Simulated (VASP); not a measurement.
# Sc (I4/mmm) in VASP: further runs

The runs below take Sc through single point, with PBEsol.

Program: VASP 6.6.1. These are calculated values, not measurements. Logs are shortened: lines on timing, memory, paths and dates and some standing lists are left out, and cuts for length are marked.

## 1. The cell of the first run

It takes space group I4/mmm (No. 139, tetragonal). The conventional cell has a = 3.259 Å, b = 3.259 Å, c = 4.405 Å, α = 90.00°, β = 90.00°, γ = 90.00°. Sc (site symmetry 4/mmm) has 12 Sc at 3.19 to 3.26 Å within 4.2 Å.

## 2. Single point, PBEsol (strain +0.015 along x and y, -0.030 along z)

INCAR reads:

```
SYSTEM = Sc
  PREC = Accurate
  ENCUT = 520
  EDIFF = 1E-7
  ISMEAR = 0
  SIGMA = 0.15
  LREAL = .False.
  LASPH = .True.
  NELM = 60
  ALGO = Fast
  ISIF = 2
  LWAVE = .False.
  LCHARG = .False.
  GGA = PS
  NBANDS = 12
```

KPOINTS reads:

```
Automatic mesh
0
Gamma
  18 18 18
  0 0 0
```

POSCAR reads:

```
Sc
1.0
    0.0000000000      2.3045575000      2.2023850000
    2.3045575000      0.0000000000      2.2023850000
    2.3045575000      2.3045575000      0.0000000000
Sc
1
Direct
    0.0000000000      0.0000000000      0.0000000000
```

Potentials or basis: VASP PAW PBE potentials, release 64 (Sc_sv).

Started as:

```sh
> cat potpaw_PBE.64/Sc_sv/POTCAR > POTCAR
> mpirun -np 1 vasp_std > vasp.out
```

OUTCAR:

```text
SYSTEM = Sc
   PREC = Accurate
   ENCUT = 520
   EDIFF = 1E-7
   ISMEAR = 0
   LREAL = .False.
   LASPH = .True.
   NELM = 60
   ISIF = 2
   GGA = PS

 ion  position               nearest neighbor table
   1  0.000  0.000  0.000-

  LATTYP: Found a body centered tetragonal cell.
 ALAT       =     3.2591364718
 C/A-ratio  =     1.3515144389

  Lattice vectors:

 A1 = (   0.0000000000,  -2.3045575000,  -2.2023850000)
 A2 = (   0.0000000000,   2.3045575000,  -2.2023850000)
 A3 = (   2.3045575000,   0.0000000000,   2.2023850000)

Analysis of symmetry for initial positions (statically):
=====================================================================
 Subroutine PRICEL returns:
 Original cell was already a primitive cell.

 Routine SETGRP: Setting up the symmetry group for a
 body centered tetragonal supercell.

 Subroutine GETGRP returns: Found 16 space group operations
 (whereof 16 operations were pure point group operations)
 out of a pool of 16 trial point group operations.

The static configuration has the point symmetry D_4h.

Analysis of symmetry for dynamics (positions and initial velocities):
=====================================================================
 Subroutine PRICEL returns:
 Original cell was already a primitive cell.

 Routine SETGRP: Setting up the symmetry group for a
 body centered tetragonal supercell.

 Subroutine GETGRP returns: Found 16 space group operations
 (whereof 16 operations were pure point group operations)
 out of a pool of 16 trial point group operations.

The dynamic configuration has the point symmetry D_4h.

 Subroutine INISYM returns: Found 16 space group operations
 (whereof 16 operations are pure point group operations),
 and found     1 'primitive' translations

----------------------------------------------------------------------------------------

                                     Primitive cell

  volume of cell :      23.3937

  direct lattice vectors                    reciprocal lattice vectors
     0.000000000  2.304557500  2.202385000    -0.216961391  0.216961391  0.227026610
     2.304557500  0.000000000  2.202385000     0.216961391 -0.216961391  0.227026610
     2.304557500  2.304557500  0.000000000     0.216961391  0.216961391 -0.227026610

  length of vectors
     3.187708418  3.187708418  3.259136472     0.381687793  0.381687793  0.381687793

  position of ions in fractional coordinates (direct lattice)
     0.000000000  0.000000000  0.000000000

  ion indices of the primitive-cell ions
   primitive index   ion index
                 1           1

----------------------------------------------------------------------------------------

 KPOINTS: Automatic mesh

Automatic generation of k-mesh.
 Grid dimensions read from file:
 generate k-points for:   18   18   18

 Generating k-lattice:

  Cartesian coordinates                     Fractional coordinates (reciprocal lattice)
    -0.012053411  0.012053411  0.012612589     0.055555556  0.000000000  0.000000000
     0.012053411 -0.012053411  0.012612589     0.000000000  0.055555556  0.000000000
     0.012053411  0.012053411 -0.012612589     0.000000000  0.000000000  0.055555556

  Length of vectors
     0.021204877  0.021204877  0.021204877

  Shift w.r.t. Gamma in fractional coordinates (k-lattice)
     0.000000000  0.000000000  0.000000000

 Subroutine IBZKPT returns following result:
 ===========================================

 Found    480 irreducible k-points:

 Following reciprocal coordinates:
            Coordinates               Weight
  0.000000  0.000000  0.000000      1.000000
  0.055556  0.000000  0.000000      8.000000
  0.111111  0.000000  0.000000      8.000000
  0.166667  0.000000  0.000000      8.000000
  0.222222  0.000000  0.000000      8.000000
  0.277778  0.000000  0.000000      8.000000
[... 16 lines left out ...]
 -0.277778  0.055556  0.000000      8.000000
 -0.222222  0.055556  0.000000      8.000000
 [... further k-points ...]
   k-points           NKPTS =    480   k-points in BZ     NKDIM =    480   number of bands    NBANDS=     12
   number of dos      NEDOS =    301   number of ions     NIONS =      1
   total plane-waves  NPLWV =  13824
   dimension x,y,z NGX =    24 NGY =   24 NGZ =   24
   dimension x,y,z NGXF=    48 NGYF=   48 NGZF=   48
   ions per type =               1
   NGX,Y,Z   is equivalent  to a cutoff of  12.52, 12.52, 12.24 a.u.
   NGXF,Y,Z  is equivalent  to a cutoff of  25.03, 25.03, 24.48 a.u.
 SYSTEM =  Sc
   PREC   = accura    normal or accurate (medium, high low for compatibility)
   ISTART =      0    job   : 0-new  1-cont  2-samecut
   ICHARG =      2    charge: 1-file 2-atom 10-const
   ISPIN  =      1    spin polarized calculation?
   LNONCOLLINEAR =      F non collinear calculations
   LSORBIT =      F    spin-orbit coupling
   LASPH  =      T    aspherical Exc in radial PAW
   ENCUT  =  520.0 eV  38.22 Ry    6.18 a.u.   5.93  5.93  6.06*2*pi/ulx,y,z
   NELM   =     60;   NELMIN=  2; NELMDL= -5     # of ELM steps
   EDIFF  = 0.1E-06   stopping-criterion for ELM
   LREAL  =      F    real-space projection
   EDIFFG = 0.1E-05   stopping-criterion for IOM
   NSW    =      0    number of steps for IOM
   IBRION =     -1    ionic relax: 0-MD 1-quasi-New 2-CG
   NFREE  =      0    steps in history (QN), initial steepest desc. (CG)
   ISIF   =      2    stress and relaxation
   ISYM   =      2    0-nonsym 1-usesym 2-fastsym
   POTIM  = 0.5000    time-step for ionic-motion
   TEBEG  =    0.0;   TEEND  =   0.0 temperature during run
   PSTRESS=    0.0 pullay stress
   NELECT =      11.0000    total number of electrons
   NUPDOWN=      -1.0000    fix difference up-down
   EMIN   =  10.00;   EMAX   =-10.00  energy-range for DOS
   EFERMI =   0.00;   METHOD = LEGACY
   ISMEAR =     0;   SIGMA  =   0.15  broadening in eV -4-tet -1-fermi 0-gaus
   EFERMI_NEDOS =   21; number of points for ismear=-14 and -15
   IALGO  =     68    algorithm
   IMIX   =      4    mixing-type and parameters
     AMIX     =   0.40;   BMIX     =  1.00
     AMIX_MAG =   1.60;   BMIX_MAG =  1.00
  volume/ion in A,a.u.               =      23.39       157.87
  Fermi-wavevector in a.u.,A,eV,Ry     =   1.273033  2.405683 22.049774  1.620613
  Thomas-Fermi vector in A             =   2.405879
   LORBIT       =      0    0 simple, 1 ext, 2 COOP (PROOUT), +10 PAW based schemes
   GGA     = PS    functional components
   LHFCALC =     F    Hartree Fock is set to
   AEXX    =    0.0000 exact exchange contribution
   IVDW    =     0    specifies the selected vdW correction
   LEPSILON=     F    determine dielectric tensor
   LRPA    =     F    only Hartree local field effects (RPA)
 non-spin polarized calculation
 RMM-DIIS sequential band-by-band and
 Gauss-broadening in eV      SIGMA  =   0.15
  energy-cutoff  :      520.00
  volume of cell :       23.39
 maximum number of plane-waves:       650
   NGX = 11   NGY = 11   NGZ = 13

 number of electron      10.9999997 magnetization

 Free energy of the ion-electron system (eV)
  ---------------------------------------------------
  ext. energy  EPLUGINS =         0.00000000
  ---------------------------------------------------
  free energy    TOTEN  =        -6.56639999 eV

  energy without entropy =       -6.54573211  energy(sigma->0) =       -6.55606605

 E-fermi :   3.9475     XC(G=0): -10.2025

 val. band max:        3.9462735804   @ k =  -0.3333   0.0556   0.2222
 cond. band min:       3.9486087561   @ k =   0.5000   0.1667   0.0556
 fundamental gap:      0.0023351756
 Fermi energy:         3.9474907612

 k-point     1 :       0.0000    0.0000    0.0000
  band No.  band energies     occupation
      1     -45.1398      2.00000
      2     -23.6099      2.00000
      3     -23.6094      2.00000
      4     -23.6094      2.00000
      5      -1.3502      2.00000
      6       5.5010      0.00000
      7       5.5010      0.00000
      8       5.7987      0.00000
      9       6.8881      0.00000
     10       7.2371      0.00000
     11      16.7844      0.00000
     12      20.0667      0.00000

 k-point     2 :       0.0556    0.0000    0.0000
  band No.  band energies     occupation
      1     -45.1376      2.00000
      2     -23.6246      2.00000
      3     -23.6117      2.00000
      4     -23.6111      2.00000
      5      -1.2675      2.00000
      6       5.4686      0.00000
      7       5.5320      0.00000
      8       5.7995      0.00000
      9       6.8696      0.00000
     10       7.2099      0.00000
     11      16.8693      0.00000
     12      19.5507      0.00000

 k-point     3 :       0.1111    0.0000    0.0000
  band No.  band energies     occupation
      1     -45.1310      2.00000
      2     -23.6676      2.00000
      3     -23.6184      2.00000
      4     -23.6153      2.00000
      5      -1.0243      2.00000
      6       5.3342      0.00000
      7       5.6096      0.00000
      8       5.8434      0.00000
      9       6.8335      0.00000
     10       7.1438      0.00000
     11      17.0321      0.00000
     12      18.3920      0.00000
[... 286 lines left out ...]
 k-point    23 :      -0.2778    0.0556    0.0000
  band No.  band energies     occupation
      1     -45.0902      2.00000
      2     -23.9160      2.00000
      3     -23.6582      2.00000
      4     -23.6544      2.00000
      5       0.7099      2.00000
      6       4.5058      0.00000
      7       5.6372      0.00000
      8       5.8229      0.00000
      9       7.0970      0.00000
     10       7.5585      0.00000
     11      13.9184      0.00000
     12      17.1531      0.00000

 k-point    24 :      -0.2222    0.0556    0.0000
  band No.  band energies     occupation
      1     -45.1032      2.00000
      2     -23.8353      2.00000
      3     -23.6498      2.00000
      4     -23.6408      2.00000
      5       0.1090      2.00000
      6       4.7307      0.00000
      7       5.7430      0.00000
      8       5.9122      0.00000
      9       6.8088      0.00000
     10       7.3560      0.00000
     11      15.1434      0.00000
     12      17.4780      0.00000

 [... further k-points ...]

------------------------ aborting loop because EDIFF is reached ----------------------------------------

  FORCE on cell =-STRESS in cart. coord.  units (eV):
  Direction    XX          YY          ZZ          XY          YZ          ZX
  --------------------------------------------------------------------------------------
  -------------------------------------------------------------------------------------
  Total        0.0144759      0.0144759      0.1928776      0.0000000     -0.0000000      0.0000000
  in kB        0.9914202      0.9914202     13.2097358      0.0000000     -0.0000000      0.0000000
  external PRESSURE =       5.0641921 kB  Pullay stress =       0.0000000 kB

 VOLUME and BASIS-vectors are now :
 -----------------------------------------------------------------------------
  energy-cutoff  :      520.00
  volume of cell :       23.39
      direct lattice vectors                 reciprocal lattice vectors
     0.000000000  2.304557500  2.202385000    -0.216961391  0.216961391  0.227026610
     2.304557500  0.000000000  2.202385000     0.216961391 -0.216961391  0.227026610
     2.304557500  2.304557500  0.000000000     0.216961391  0.216961391 -0.227026610

 POSITION                                       TOTAL-FORCE (eV/Angst)
 -----------------------------------------------------------------------------------
      0.00000      0.00000      0.00000        -0.000000      0.000000      0.000000
 -----------------------------------------------------------------------------------
    total drift:                               -0.000000     -0.000000      0.000000

  FREE ENERGIE OF THE ION-ELECTRON SYSTEM (eV)
  ---------------------------------------------------
  free  energy   TOTEN  =        -6.5663999900 eV

  energy  without entropy=       -6.5457321115  energy(sigma->0) =       -6.55606605
```

Run time: 1.8 min. Hardware: 1 thread of Oxide Virtual Turin-like, shared host; peak memory 0.21 GiB.

What came out:

```yaml
Free_energy: -6.5664 eV
Pressure: 0.5 GPa
Band_gap_on_the_k_mesh: zero (an odd number of electrons rules out a gap without spin polarisation)
```

Stress tensor (GPa, compression positive):
```
0.10 0.00 0.00
0.00 0.10 0.00
0.00 0.00 1.32
```

Levels at points of the mesh, in eV from the Fermi level:
```csv
k point,band 2,band 3,band 4,band 5,band 6,band 7,band 8,band 9
"(0.00, 0.00, 0.00)",-27.56,-27.56,-27.56,-5.30,1.55,1.55,1.85,2.94
"(0.50, 0.00, 0.00)",-28.04,-27.63,-27.60,-1.84,0.34,1.35,1.71,4.02
"(0.50, 0.50, 0.00)",-28.01,-27.75,-27.75,-1.60,-0.78,2.57,4.08,4.36
"(0.50, 0.00, 0.50)",-28.00,-27.74,-27.69,-1.66,-0.66,1.88,4.08,4.23
```

Caveat: the cell differs from its parent crystal (strain +0.015 along x and y, -0.030 along z); the PAW data sets were made with another functional, which shifts forces and pressure a little.

(Continued in part 2 of 2.)
